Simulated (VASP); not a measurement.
# ZnO (P6_3mc) in VASP: a series of runs, part 2 of 2

VASP 6.6.1.

## Step 4: Relaxation of cell and atoms, PBEsol

This run uses another cell than the first one, of 11.85 Å³/atom, 1.006 times its volume.

INCAR reads:

```
  PREC = Accurate
  ENCUT = 600
  EDIFF = 1E-7
  ISMEAR = 0
  SIGMA = 0.02
  LREAL = F
  LASPH = T
  NELM = 100
  ALGO = Normal
  ISIF = 3
  LWAVE = F
  LCHARG = F
  GGA = PS
  IBRION = 2
  NSW = 100
  EDIFFG = -0.005
```

KPOINTS reads:

```
Automatic mesh
0
Gamma
  9 9 6
```

POSCAR reads:

```
ZnO
1.0
    3.2373510235      0.0000000000      0.0000000000
   -1.6186755117      2.8036282273      0.0000000000
    0.0000000000      0.0000000000      5.2220613000
Zn O
2 2
Direct
    0.6666666700      0.3333333300      0.5005917000
    0.3333333300      0.6666666700      0.0005917000
    0.6666666700      0.3333333300      0.8797183000
    0.3333333300      0.6666666700      0.3797183000
```

Potentials or basis: VASP PAW PBE potentials, release 64 (Zn, O).

On the command line:

```console
$ cat potpaw_PBE.64/Zn/POTCAR potpaw_PBE.64/O/POTCAR > POTCAR
$ mpirun -np 1 vasp_std > vasp.out
```

OUTCAR:

```text
PREC = Accurate
   ENCUT = 600
   EDIFF = 1E-7
   ISMEAR = 0
   LREAL = F
   LASPH = T
   NELM = 100
   ISIF = 3
   GGA = PS
   IBRION = 2
   NSW = 100
   EDIFFG = -0.005

 ion  position               nearest neighbor table
   1  0.667  0.333  0.501-   4 1.97   4 1.97   4 1.97   3 1.98
   2  0.333  0.667  0.001-   3 1.97   3 1.97   3 1.97   4 1.98
   3  0.667  0.333  0.880-   2 1.97   2 1.97   2 1.97   1 1.98
   4  0.333  0.667  0.380-   1 1.97   1 1.97   1 1.97   2 1.98

  LATTYP: Found a hexagonal cell.
 ALAT       =     3.2373510235
 C/A-ratio  =     1.6130661340

  Lattice vectors:

 A1 = (   3.2373510235,   0.0000000000,   0.0000000000)
 A2 = (  -1.6186755117,   2.8036282273,   0.0000000000)
 A3 = (   0.0000000000,   0.0000000000,   5.2220613000)

Analysis of symmetry for initial positions (statically):
=====================================================================
 Subroutine PRICEL returns:
 Original cell was already a primitive cell.

 Routine SETGRP: Setting up the symmetry group for a
 hexagonal supercell.

 Subroutine GETGRP returns: Found 12 space group operations
 (whereof  6 operations were pure point group operations)
 out of a pool of 24 trial point group operations.

The static configuration has the point symmetry C_3v.
 The point group associated with its full space group is C_6v.

Analysis of symmetry for dynamics (positions and initial velocities):
=====================================================================
 Subroutine PRICEL returns:
 Original cell was already a primitive cell.

 Routine SETGRP: Setting up the symmetry group for a
 hexagonal supercell.

 Subroutine GETGRP returns: Found 12 space group operations
 (whereof  6 operations were pure point group operations)
 out of a pool of 24 trial point group operations.

The dynamic configuration has the point symmetry C_3v.
 The point group associated with its full space group is C_6v.

 Subroutine INISYM returns: Found 12 space group operations
 (whereof  6 operations are pure point group operations),
 and found     1 'primitive' translations

----------------------------------------------------------------------------------------

                                     Primitive cell

  volume of cell :      47.3971

  direct lattice vectors                    reciprocal lattice vectors
     3.237351024  0.000000000  0.000000000     0.308894523  0.178340336  0.000000000
    -1.618675512  2.803628227  0.000000000     0.000000000  0.356680672  0.000000000
     0.000000000  0.000000000  5.222061300     0.000000000  0.000000000  0.191495263

  length of vectors
     3.237351024  3.237351023  5.222061300     0.356680672  0.356680672  0.191495263

  position of ions in fractional coordinates (direct lattice)
     0.666666670  0.333333330  0.500591700
     0.333333330  0.666666670  0.000591700
[... 115 lines left out ...]
  energy-cutoff  :      600.00
  volume of cell :       47.40
 maximum number of plane-waves:      1605
 NGX is ok and might be reduce to    28
   NGX = 13   NGY = 13   NGZ = 21

--------------------------------------- Ionic step        1  -------------------------------------------

 number of electron      36.0000008 magnetization

 Free energy of the ion-electron system (eV)
  ---------------------------------------------------
  ext. energy  EPLUGINS =         0.00000000
  ---------------------------------------------------
  free energy    TOTEN  =       -19.41531787 eV

  energy without entropy =      -19.41531787  energy(sigma->0) =      -19.41531787

------------------------ aborting loop because EDIFF is reached ----------------------------------------

  FORCE on cell =-STRESS in cart. coord.  units (eV):
  Direction    XX          YY          ZZ          XY          YZ          ZX
  --------------------------------------------------------------------------------------
  -------------------------------------------------------------------------------------
  Total       -0.0221687     -0.0221687      0.0068268     -0.0000000      0.0000000     -0.0000000
  in kB       -0.7493734     -0.7493734      0.2307683     -0.0000000      0.0000000     -0.0000000
  external PRESSURE =      -0.4226595 kB  Pullay stress =       0.0000000 kB

 VOLUME and BASIS-vectors are now :
 -----------------------------------------------------------------------------
  energy-cutoff  :      600.00
  volume of cell :       47.40
      direct lattice vectors                 reciprocal lattice vectors
     3.237351024  0.000000000  0.000000000     0.308894523  0.178340336  0.000000000
    -1.618675512  2.803628227  0.000000000     0.000000000  0.356680672  0.000000000
     0.000000000  0.000000000  5.222061300     0.000000000  0.000000000  0.191495263

 POSITION                                       TOTAL-FORCE (eV/Angst)
 -----------------------------------------------------------------------------------
      1.61868      0.93454      2.61412         0.000000     -0.000000      0.000095
     -0.00000      1.86909      0.00309        -0.000000      0.000000      0.000095
      1.61868      0.93454      4.59394        -0.000000      0.000000     -0.000095
     -0.00000      1.86909      1.98291         0.000000     -0.000000     -0.000095
 -----------------------------------------------------------------------------------
    total drift:                               -0.000016      0.000009     -0.001174

  FREE ENERGIE OF THE ION-ELECTRON SYSTEM (eV)
  ---------------------------------------------------
  free  energy   TOTEN  =       -19.4153178726 eV

  energy  without entropy=      -19.4153178726  energy(sigma->0) =      -19.41531787

--------------------------------------- Ionic step        2  -------------------------------------------

 number of electron      36.0000008 magnetization

 Free energy of the ion-electron system (eV)
  ---------------------------------------------------
  ext. energy  EPLUGINS =         0.00000000
  ---------------------------------------------------
  free energy    TOTEN  =       -19.41532576 eV

  energy without entropy =      -19.41532576  energy(sigma->0) =      -19.41532576

 E-fermi :   1.1888     XC(G=0): -11.2110

 val. band max:        1.0945332038   @ k =   0.0000   0.0000   0.0000
 cond. band min:       1.7778197844   @ k =   0.0000   0.0000   0.0000
 fundamental gap:      0.6832865806
 Fermi energy:         1.1887576604

 k-point     1 :       0.0000    0.0000    0.0000
  band No.  band energies     occupation
      1     -16.9896      2.00000
      2     -16.2425      2.00000
      3      -4.6688      2.00000
      4      -4.6463      2.00000
      5      -4.6463      2.00000
      6      -4.6010      2.00000
[... 589 lines left out ...]
     21       8.7778      0.00000
     22       9.0976      0.00000

 [... further k-points ...]

------------------------ aborting loop because EDIFF is reached ----------------------------------------

  FORCE on cell =-STRESS in cart. coord.  units (eV):
  Direction    XX          YY          ZZ          XY          YZ          ZX
  --------------------------------------------------------------------------------------
  -------------------------------------------------------------------------------------
  Total        0.0003739      0.0003739      0.0048076      0.0000000      0.0000000      0.0000000
  in kB        0.0126447      0.0126447      0.1625873      0.0000000      0.0000000      0.0000000
  external PRESSURE =       0.0626256 kB  Pullay stress =       0.0000000 kB

 VOLUME and BASIS-vectors are now :
 -----------------------------------------------------------------------------
  energy-cutoff  :      600.00
  volume of cell :       47.38
      direct lattice vectors                 reciprocal lattice vectors
     3.236485456 -0.000000000 -0.000000000     0.308977134  0.178388031 -0.000000000
    -1.618242728  2.802878624  0.000000000     0.000000000  0.356776063 -0.000000000
     0.000000000  0.000000000  5.222491263     0.000000000 -0.000000000  0.191479497

 POSITION                                       TOTAL-FORCE (eV/Angst)
 -----------------------------------------------------------------------------------
      1.61824      0.93429      2.61434        -0.000000      0.000000      0.003240
     -0.00000      1.86859      0.00309         0.000000     -0.000000      0.003240
      1.61824      0.93429      4.59432        -0.000000      0.000000     -0.003240
     -0.00000      1.86859      1.98307         0.000000     -0.000000     -0.003240
 -----------------------------------------------------------------------------------
    total drift:                               -0.000016      0.000009     -0.001430

  FREE ENERGIE OF THE ION-ELECTRON SYSTEM (eV)
  ---------------------------------------------------
  free  energy   TOTEN  =       -19.4153257619 eV

  energy  without entropy=      -19.4153257619  energy(sigma->0) =      -19.41532576

 reached required accuracy - stopping structural energy minimisation
```

Wall time 88 s (1 thread of Intel Xeon Platinum 8259CL at 2.50GHz (Skylake/Cascade Lake), shared host); peak memory 0.21 GiB.

Results:

| Item | Value |
| --- | --- |
| Free energy | -19.4153 eV |
| Relaxed volume | 11.84 Å³/atom |
| Relaxed cell | a = 3.236 Å, b = 3.236 Å, c = 5.222 Å, α = 90.00°, β = 90.00°, γ = 120.00° |
| Space group after relaxing (to 0.05 Å) | P6_3mc (No. 186) |
| Energy gained by relaxing | 0.0 meV/atom |
| Ionic steps | 2 |
| Pressure after relaxing | 0.0 GPa |
| Largest force after relaxing | 0.003 eV/Å |
| Band gap on the k mesh | 0.68 eV, direct |

Forces on the atoms (eV/Å):
```
Zn   0.000  0.000  0.003
Zn   0.000  0.000  0.003
O    0.000  0.000 -0.003
O    0.000  0.000 -0.003
```

Final structure:
```
Zn O
1.0
     3.23649    0.00000    0.00000
    -1.61824    2.80288    0.00000
     0.00000    0.00000    5.22249
Zn O
2 2
Direct
  0.66667 0.33333 0.50059
  0.33333 0.66667 0.00059
  0.66667 0.33333 0.87972
  0.33333 0.66667 0.37972
```

Caveat: the PAW data sets were made with another functional, which shifts forces and pressure a little.
